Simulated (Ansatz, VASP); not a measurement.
**One calculation of Sb, two programs**

INCAR

```
ALGO     = Normal         # electronic algorithm
EDIFF    = 1E-7           # SCF threshold, eV
EDIFFG   = -0.01          # ionic threshold
ENCUT    = 600            # plane-wave cutoff, eV
GGA      = RE             # functional
IBRION   = 2              # ionic algorithm
ISIF     = 3              # what is computed and relaxed
ISMEAR   = -1             # smearing method
LASPH    = True           # aspherical terms in the spheres
LCHARG   = False          # write CHGCAR
LREAL    = False          # projectors in reciprocal space
LWAVE    = False          # write WAVECAR
NELM     = 60             # most SCF steps
NSW      = 60             # ionic steps
PREC     = Accurate       # precision mode
SIGMA    = 0.05           # smearing width, eV
```

Contents of KPOINTS:

```
k-points
0
Gamma
  10 10 10
```

File POSCAR:

```
Sb
1.0
   -1.8713408863      1.8713408863      1.8713408863
    1.8713408863     -1.8713408863      1.8713408863
    1.8713408863      1.8713408863     -1.8713408863
Sb
1
Direct
    0.0000000000      0.0000000000      0.0000000000
```

The input input.yaml:

```yaml
crystal:
  lattice:
    - [-1.8713408863, 1.8713408863, 1.8713408863]
    - [1.8713408863, -1.8713408863, 1.8713408863]
    - [1.8713408863, 1.8713408863, -1.8713408863]
  atoms:
    - { symbol: Sb, position: [0.0, 0.0, 0.0] }
hamiltonian:
  xc: revpbe
  pseudopotentials: { kind: paw }
kpoints:
  mp_grid: { grid: [10, 10, 10] }
scf:
  occupations: { method: fermi_dirac, width: 0.05 }
output:
  forces: true
  stress: true
  eigenvalues: true
relax:
  f_tol: 0.01
  max_steps: 40
  cell: { stress_tol: 0.05 }
```

Alike in both runs: task relaxation of cell and atoms; functional revPBE; k mesh 10 × 10 × 10; occupations fermi-dirac, width 0.05 eV; no spin polarisation.

|  | VASP | Ansatz |
| --- | --- | --- |
| version | VASP 6.6.1 | Ansatz 0.2.0 |
| potentials or method | VASP PAW PBE potentials, release 64 (Sb) | Ansatz PAW |
| plane-wave cutoff (eV) | 600 | 420 |
| valence electrons in the cell | 5 | 15 |

Ansatz gave:

| Item | Value |
| --- | --- |
| gap on the k mesh at the Fermi level, each at its own relaxed structure (eV) | none |
| relaxed volume (Å³/atom) | 27.95 |
| relaxed cell length with the largest relative difference (Å) | 3.311 |

Estimate VASP's values.

gap on the k mesh at the Fermi level, each at its own relaxed structure (eV): none; relaxed volume (Å³/atom): 27.86; relaxed cell length with the largest relative difference (Å): 3.308.

VASP's potentials were made for PBE, not for revPBE. A gap of «none» marks a metal or a gap that the smearing closes. VASP's potentials hold 5 valence electrons a cell and Ansatz's 15, so a difference there can come from the potentials and not from the codes.

Neither program's run includes spin-orbit coupling. Noted on Ansatz's run: the plane-wave basis is chosen anew once the cell has moved, so the energies of steps on either side of that aren't comparable.
